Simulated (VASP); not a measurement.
# TiO2 (P4_2/mnm) in VASP: a series of runs

The runs below take TiO2 through single point, relaxation of cell and atoms, with PBEsol+U, PBEsol, PBE+U.

Program: VASP 6.6.1. These are calculated values, not measurements. Logs are shortened: lines on timing, memory, paths and dates and some standing lists are left out, and cuts for length are marked.

**1. The cell of the first run**

It takes space group P4_2/mnm (No. 136, tetragonal). The conventional cell has a = 4.591 Å, b = 4.591 Å, c = 2.992 Å, α = 90.00°, β = 90.00°, γ = 90.00°. Within 2.6 Å of Ti (site symmetry mmm) lie 6 O at 1.96 to 1.98 Å. O (site symmetry m2m) has 3 Ti at 1.96 to 1.98 Å and 1 O at 2.53 Å within 2.6 Å.

**2. Single point, PBEsol+U**

INCAR

```
ALGO = Normal
EDIFF = 1E-6
ENCUT = 520
GGA = PS
ISIF = 2
ISMEAR = -1
LASPH = True
LCHARG = False
LDAU = True
LDAUJ = 0 0
LDAUL = 2 -1
LDAUPRINT = 1
LDAUTYPE = 2
LDAUU = 5 0
LMAXMIX = 4
LREAL = False
LWAVE = False
NBANDS = 33
NELM = 150
PREC = Accurate
SIGMA = 0.05
```

KPOINTS

```
k-points
0
Gamma
  6 6 9
```

POSCAR

```
TiO2
1.0
    4.5907658515      0.0000000000      0.0000000000
    0.0000000000      4.5907658515      0.0000000000
    0.0000000000      0.0000000000      2.9919353963
Ti O
2 4
Direct
    0.0000000000      0.0000000000      0.5000000000
    0.5000000000      0.5000000000      0.0000000000
    0.3052805868      0.3052805868      0.5000000000
    0.1947194132      0.8052805868      0.0000000000
    0.8052805868      0.1947194132      0.0000000000
    0.6947194132      0.6947194132      0.5000000000
```

Potentials or basis: VASP PAW PBE potentials, release 64 (Ti_sv, O).

Command:

```sh
cat potpaw_PBE.64/Ti_sv/POTCAR potpaw_PBE.64/O/POTCAR > POTCAR
mpirun -np 1 vasp_std > vasp.out
```

OUTCAR:

```text
EDIFF = 1E-6
   ENCUT = 520
   GGA = PS
   ISIF = 2
   ISMEAR = -1
   LASPH = True
   LREAL = False
   NELM = 150
   PREC = Accurate

 ion  position               nearest neighbor table
   1  0.000  0.000  0.500-   4 1.96   5 1.96   4 1.96   5 1.96   3 1.98   6 1.98
   2  0.500  0.500  0.000-   3 1.96   6 1.96   3 1.96   6 1.96   5 1.98   4 1.98
   3  0.305  0.305  0.500-   2 1.96   2 1.96   1 1.98
   4  0.195  0.805  0.000-   1 1.96   1 1.96   2 1.98
   5  0.805  0.195  0.000-   1 1.96   1 1.96   2 1.98
   6  0.695  0.695  0.500-   2 1.96   2 1.96   1 1.98

  LATTYP: Found a simple tetragonal cell.
 ALAT       =     4.5907658515
 C/A-ratio  =     0.6517290346

  Lattice vectors:

 A1 = (   4.5907658515,   0.0000000000,   0.0000000000)
 A2 = (   0.0000000000,   4.5907658515,   0.0000000000)
 A3 = (   0.0000000000,   0.0000000000,   2.9919353963)

Analysis of symmetry for initial positions (statically):
=====================================================================
 Subroutine PRICEL returns:
 Original cell was already a primitive cell.

 Routine SETGRP: Setting up the symmetry group for a
 simple tetragonal supercell.

 Subroutine GETGRP returns: Found 16 space group operations
 (whereof  8 operations were pure point group operations)
 out of a pool of 16 trial point group operations.

The static configuration has the point symmetry D_2h.
 The point group associated with its full space group is D_4h.

Analysis of symmetry for dynamics (positions and initial velocities):
=====================================================================
 Subroutine PRICEL returns:
 Original cell was already a primitive cell.

 Routine SETGRP: Setting up the symmetry group for a
 simple tetragonal supercell.

 Subroutine GETGRP returns: Found 16 space group operations
 (whereof  8 operations were pure point group operations)
 out of a pool of 16 trial point group operations.

The dynamic configuration has the point symmetry D_2h.
 The point group associated with its full space group is D_4h.

 Subroutine INISYM returns: Found 16 space group operations
 (whereof  8 operations are pure point group operations),
 and found     1 'primitive' translations

----------------------------------------------------------------------------------------

                                     Primitive cell

  volume of cell :      63.0554

  direct lattice vectors                    reciprocal lattice vectors
     4.590765851  0.000000000  0.000000000     0.217828579  0.000000000  0.000000000
     0.000000000  4.590765851  0.000000000     0.000000000  0.217828579  0.000000000
     0.000000000  0.000000000  2.991935396     0.000000000  0.000000000  0.334231816

  length of vectors
     4.590765851  4.590765851  2.991935396     0.217828579  0.217828579  0.334231816

  position of ions in fractional coordinates (direct lattice)
     0.000000000  0.000000000  0.500000000
     0.500000000  0.500000000  0.000000000
     0.305280587  0.305280587  0.500000000
     0.194719413  0.805280587  0.000000000
     0.805280587  0.194719413  0.000000000
     0.694719413  0.694719413  0.500000000

  ion indices of the primitive-cell ions
   primitive index   ion index
                 1           1
                 2           2
                 3           3
                 4           4
                 5           5
                 6           6
[... 99 lines left out ...]
   U (eV)           for each species LDAUU =   5.0  0.0
   J (eV)           for each species LDAUJ =   0.0  0.0
   GGA     = PS    functional components
   LHFCALC =     F    Hartree Fock is set to
   AEXX    =    0.0000 exact exchange contribution
   IVDW    =     0    specifies the selected vdW correction
   LEPSILON=     F    determine dielectric tensor
   LRPA    =     F    only Hartree local field effects (RPA)
 non-spin polarized calculation
  energy-cutoff  :      520.00
  volume of cell :       63.06
 maximum number of plane-waves:      1720
 NGX is ok and might be reduce to    36
   NGX = 17   NGY = 17   NGZ = 11

atom =   1  type =  1  l = 2

 onsite density matrix

spin component  1

  0.1923  0.0000 -0.0785  0.0000  0.0000
  0.0000  0.1817  0.0000 -0.0871  0.0000
 -0.0785  0.0000  0.1284  0.0000 -0.0000
  0.0000 -0.0871  0.0000  0.1817  0.0000
  0.0000  0.0000 -0.0000  0.0000  0.0962

spin component  2

  0.1923  0.0000 -0.0785  0.0000  0.0000
  0.0000  0.1817  0.0000 -0.0871  0.0000
 -0.0785  0.0000  0.1284  0.0000 -0.0000
  0.0000 -0.0871  0.0000  0.1817  0.0000
  0.0000  0.0000 -0.0000  0.0000  0.0962

 occupancies and eigenvectors

  o =  0.0755  v = -0.5581  0.0000 -0.8298  0.0000  0.0000  0.0000  0.0000  0.0000  0.0000  0.0000      0.0000  0.0000  0.0000  0.0000  0.0000  0.0000  0.0000  0.0000  0.0000  0.0000
  o =  0.0755  v =  0.0000  0.0000  0.0000  0.0000  0.0000 -0.5581  0.0000 -0.8298  0.0000  0.0000      0.0000  0.0000  0.0000  0.0000  0.0000  0.0000  0.0000  0.0000  0.0000  0.0000
  o =  0.0946  v =  0.0000 -0.7071  0.0000 -0.7071 -0.0000  0.0000  0.0000  0.0000  0.0000  0.0000      0.0000  0.0000  0.0000  0.0000  0.0000  0.0000  0.0000  0.0000  0.0000  0.0000
  o =  0.0946  v =  0.0000  0.0000  0.0000  0.0000  0.0000  0.0000 -0.7071  0.0000 -0.7071 -0.0000      0.0000  0.0000  0.0000  0.0000  0.0000  0.0000  0.0000  0.0000  0.0000  0.0000
  o =  0.0962  v =  0.0000 -0.0000  0.0000  0.0000  1.0000  0.0000  0.0000  0.0000  0.0000  0.0000      0.0000  0.0000  0.0000  0.0000  0.0000  0.0000  0.0000  0.0000  0.0000  0.0000
  o =  0.0962  v =  0.0000  0.0000  0.0000  0.0000  0.0000  0.0000 -0.0000  0.0000  0.0000  1.0000      0.0000  0.0000  0.0000  0.0000  0.0000  0.0000  0.0000  0.0000  0.0000  0.0000
  o =  0.2451  v = -0.8298  0.0000  0.5581  0.0000 -0.0000  0.0000  0.0000  0.0000  0.0000  0.0000      0.0000  0.0000  0.0000  0.0000  0.0000  0.0000  0.0000  0.0000  0.0000  0.0000
  o =  0.2451  v =  0.0000  0.0000  0.0000  0.0000  0.0000 -0.8298  0.0000  0.5581  0.0000 -0.0000      0.0000  0.0000  0.0000  0.0000  0.0000  0.0000  0.0000  0.0000  0.0000  0.0000
  o =  0.2688  v =  0.0000  0.0000  0.0000  0.0000  0.0000  0.0000  0.7071  0.0000 -0.7071  0.0000      0.0000  0.0000  0.0000  0.0000  0.0000  0.0000  0.0000  0.0000  0.0000  0.0000
  o =  0.2688  v =  0.0000  0.7071  0.0000 -0.7071  0.0000  0.0000  0.0000  0.0000  0.0000  0.0000      0.0000  0.0000  0.0000  0.0000  0.0000  0.0000  0.0000  0.0000  0.0000  0.0000

atom =   2  type =  1  l = 2

 onsite density matrix

spin component  1

  0.1923  0.0000  0.0785  0.0000  0.0000
  0.0000  0.1817  0.0000  0.0871  0.0000
  0.0785  0.0000  0.1284  0.0000 -0.0000
  0.0000  0.0871  0.0000  0.1817  0.0000
  0.0000  0.0000 -0.0000  0.0000  0.0962

spin component  2

  0.1923  0.0000  0.0785  0.0000  0.0000
  0.0000  0.1817  0.0000  0.0871  0.0000
  0.0785  0.0000  0.1284  0.0000 -0.0000
  0.0000  0.0871  0.0000  0.1817  0.0000
  0.0000  0.0000 -0.0000  0.0000  0.0962

 occupancies and eigenvectors

  o =  0.0755  v = -0.5581  0.0000  0.8298 -0.0000  0.0000  0.0000  0.0000  0.0000  0.0000  0.0000      0.0000  0.0000  0.0000  0.0000  0.0000  0.0000  0.0000  0.0000  0.0000  0.0000
  o =  0.0755  v =  0.0000  0.0000  0.0000  0.0000  0.0000 -0.5581  0.0000  0.8298 -0.0000  0.0000      0.0000  0.0000  0.0000  0.0000  0.0000  0.0000  0.0000  0.0000  0.0000  0.0000
  o =  0.0946  v = -0.0000 -0.7071  0.0000  0.7071 -0.0000  0.0000  0.0000  0.0000  0.0000  0.0000      0.0000  0.0000  0.0000  0.0000  0.0000  0.0000  0.0000  0.0000  0.0000  0.0000
  o =  0.0946  v =  0.0000  0.0000  0.0000  0.0000  0.0000 -0.0000 -0.7071  0.0000  0.7071 -0.0000      0.0000  0.0000  0.0000  0.0000  0.0000  0.0000  0.0000  0.0000  0.0000  0.0000
  o =  0.0962  v =  0.0000  0.0000  0.0000  0.0000  0.0000 -0.0000  0.0000  0.0000 -0.0000 -1.0000      0.0000  0.0000  0.0000  0.0000  0.0000  0.0000  0.0000  0.0000  0.0000  0.0000
  o =  0.0962  v = -0.0000  0.0000  0.0000 -0.0000 -1.0000  0.0000  0.0000  0.0000  0.0000  0.0000      0.0000  0.0000  0.0000  0.0000  0.0000  0.0000  0.0000  0.0000  0.0000  0.0000
  o =  0.2451  v = -0.8298  0.0000 -0.5581  0.0000  0.0000  0.0000  0.0000  0.0000  0.0000  0.0000      0.0000  0.0000  0.0000  0.0000  0.0000  0.0000  0.0000  0.0000  0.0000  0.0000
  o =  0.2451  v =  0.0000  0.0000  0.0000  0.0000  0.0000 -0.8298  0.0000 -0.5581  0.0000  0.0000      0.0000  0.0000  0.0000  0.0000  0.0000  0.0000  0.0000  0.0000  0.0000  0.0000
  o =  0.2688  v = -0.0000 -0.7071 -0.0000 -0.7071  0.0000  0.0000  0.0000  0.0000  0.0000  0.0000      0.0000  0.0000  0.0000  0.0000  0.0000  0.0000  0.0000  0.0000  0.0000  0.0000
  o =  0.2688  v =  0.0000  0.0000  0.0000  0.0000  0.0000 -0.0000 -0.7071 -0.0000 -0.7071  0.0000      0.0000  0.0000  0.0000  0.0000  0.0000  0.0000  0.0000  0.0000  0.0000  0.0000

 number of electron      48.0000028 magnetization

 Free energy of the ion-electron system (eV)
  ---------------------------------------------------
  ext. energy  EPLUGINS =         0.00000000
  ---------------------------------------------------
  free energy    TOTEN  =       -49.49944158 eV

  energy without entropy =      -49.49944158  energy(sigma->0) =      -49.49944158

 E-fermi :   6.1687     XC(G=0): -11.6666

 val. band max:        5.0416370396   @ k =   0.0000   0.0000   0.0000
 cond. band min:       7.5055340346   @ k =   0.5000   0.5000   0.0000
 fundamental gap:      2.4638969950
 Fermi energy:         6.1687098765

 k-point     1 :       0.0000    0.0000    0.0000
  band No.  band energies     occupation
      1     -52.9855      2.00000
      2     -52.9697      2.00000
      3     -29.3301      2.00000
      4     -29.3301      2.00000
      5     -29.1858      2.00000
      6     -29.1858      2.00000
[... 853 lines left out ...]
     32      10.1436      0.00000
     33      11.4631      0.00000

 [... further k-points ...]
[... 5 lines left out ...]
  --------------------------------------------------------------------------------------
  -------------------------------------------------------------------------------------
  Total        1.9278168      1.9278168      2.2487029     -0.0000000      0.0000000      0.0000000
  in kB       48.9839554     48.9839554     57.1373583     -0.0000000      0.0000000      0.0000000
  external PRESSURE =      51.7017564 kB  Pullay stress =       0.0000000 kB

 VOLUME and BASIS-vectors are now :
 -----------------------------------------------------------------------------
  energy-cutoff  :      520.00
  volume of cell :       63.06
      direct lattice vectors                 reciprocal lattice vectors
     4.590765851  0.000000000  0.000000000     0.217828579  0.000000000  0.000000000
     0.000000000  4.590765851  0.000000000     0.000000000  0.217828579  0.000000000
     0.000000000  0.000000000  2.991935396     0.000000000  0.000000000  0.334231816

 POSITION                                       TOTAL-FORCE (eV/Angst)
 -----------------------------------------------------------------------------------
      0.00000      0.00000      1.49597         0.000000      0.000000      0.000000
      2.29538      2.29538      0.00000         0.000000      0.000000      0.000000
      1.40147      1.40147      1.49597        -0.118656     -0.118656     -0.000000
      0.89391      3.69685      0.00000         0.118656     -0.118656     -0.000000
      3.69685      0.89391      0.00000        -0.118656      0.118656      0.000000
      3.18929      3.18929      1.49597         0.118656      0.118656      0.000000
 -----------------------------------------------------------------------------------
    total drift:                                0.000000      0.000000      0.000000

  FREE ENERGIE OF THE ION-ELECTRON SYSTEM (eV)
  ---------------------------------------------------
  free  energy   TOTEN  =       -49.4994415771 eV

  energy  without entropy=      -49.4994415771  energy(sigma->0) =      -49.49944158
```

Wall time 44 s (1 thread of Intel Xeon 6975P-C (Granite Rapids), shared host); peak memory 0.22 GiB.

Results:

| Property | Result |
| --- | --- |
| Free energy | -49.4994 eV |
| Pressure | 5.2 GPa |
| Largest force | 0.168 eV/Å |
| Band gap on the k mesh | 2.46 eV |

Forces in eV/Å, atoms in the order of the input:
```
Ti   0.000  0.000  0.000
Ti   0.000  0.000  0.000
O   -0.119 -0.119  0.000
O    0.119 -0.119  0.000
O   -0.119  0.119  0.000
O    0.119  0.119  0.000
```

Stress tensor (GPa, compression positive):
```
4.90 0.00 0.00
0.00 4.90 0.00
0.00 0.00 5.71
```

Eigenvalues of the final occupation matrices:
| site | spin | trace | eigenvalues |
| --- | --- | --- | --- |
| site 1 d | 1 | 0.78 | 0.08 0.09 0.10 0.25 0.27 |
| site 1 d | 2 | 0.78 | 0.08 0.09 0.10 0.25 0.27 |
| site 2 d | 1 | 0.78 | 0.08 0.09 0.10 0.25 0.27 |
| site 2 d | 2 | 0.78 | 0.08 0.09 0.10 0.25 0.27 |

Caveat: the cell stands under pressure; the PAW data sets were made with another functional, which shifts forces and pressure a little.

**3. Single point, PBEsol+U**

This run uses another cell than the first one, of 10.55 Å³/atom.

INCAR

```
  PREC = Accurate
  ENCUT = 520
  EDIFF = 1E-6
  ISMEAR = -1
  SIGMA = 0.05
  LREAL = False
  LASPH = True
  NELM = 150
  ALGO = Normal
  ISIF = 2
  LWAVE = False
  LCHARG = True
  LMAXMIX = 4
  LDAU = True
  LDAUTYPE = 2
  LDAUL = 2 -1
  LDAUU = 6 0
  LDAUJ = 0 0
  LDAUPRINT = 1
  GGA = PS
  LELF = True
  LVHAR = True
  NBANDS = 33
```

KPOINTS

```
Automatic mesh
0
Gamma
  6 6 9
```

POSCAR

```
TiO2
1.0
    4.5913320350      0.0000000000      0.0000000000
    0.0000000000      4.5913320350      0.0000000000
    0.0000000000      0.0000000000      3.0038367074
Ti O
2 4
Direct
    0.0000000000      0.0000000000      0.5000000000
    0.5000000000      0.5000000000      0.0000000000
    0.3054753774      0.3054753774      0.5000000000
    0.1945246226      0.8054753774      0.0000000000
    0.8054753774      0.1945246226      0.0000000000
    0.6945246226      0.6945246226      0.5000000000
```

Potentials or basis: VASP PAW PBE potentials, release 64 (Ti_sv, O).

Command:

```sh
cat potpaw_PBE.64/Ti_sv/POTCAR potpaw_PBE.64/O/POTCAR > POTCAR
mpirun -np 1 vasp_std > vasp.out
```

Run time: 41 s. Hardware: 1 thread of Intel Xeon 6975P-C (Granite Rapids), shared host; peak memory 0.22 GiB.

Results (log left out):

| Quantity | Value |
| --- | --- |
| Free energy | -48.2768 eV |
| Pressure | 6.0 GPa |
| Largest force | 0.190 eV/Å |
| Band gap on the k mesh | 2.60 eV (least direct gap 2.61 eV) |

Forces in eV/Å, atoms in the order of the input:
```
Ti   0.000  0.000  0.000
Ti   0.000  0.000  0.000
O   -0.135 -0.135  0.000
O    0.135 -0.135  0.000
O   -0.135  0.135  0.000
O    0.135  0.135  0.000
```

Stress tensor (GPa, compression positive):
```
5.74 0.00 0.00
0.00 5.74 0.00
0.00 0.00 6.47
```

Levels at points of the mesh, in eV from the valence-band top:
```csv
k point,band 22,band 23,band 24,band 25,band 26,band 27
"(0.00, 0.00, 0.00)",-0.54,-0.54,0.00,2.61,2.80,3.16
"(0.50, 0.00, 0.00)",-1.82,-0.80,-0.80,3.20,3.20,3.74
"(0.50, 0.50, 0.00)",-1.58,-1.20,-1.20,2.60,2.60,3.21
```

Eigenvalues of the final occupation matrices:
```tsv
site	spin	trace	eigenvalues
site 1 d	1	0.76	0.07 0.09 0.09 0.24 0.27
site 1 d	2	0.76	0.07 0.09 0.09 0.24 0.27
site 2 d	1	0.76	0.07 0.09 0.09 0.24 0.27
site 2 d	2	0.76	0.07 0.09 0.09 0.24 0.27
```

Caveat: the cell stands under pressure; the PAW data sets were made with another functional, which shifts forces and pressure a little.

(Part 1 of 2 ends here.)
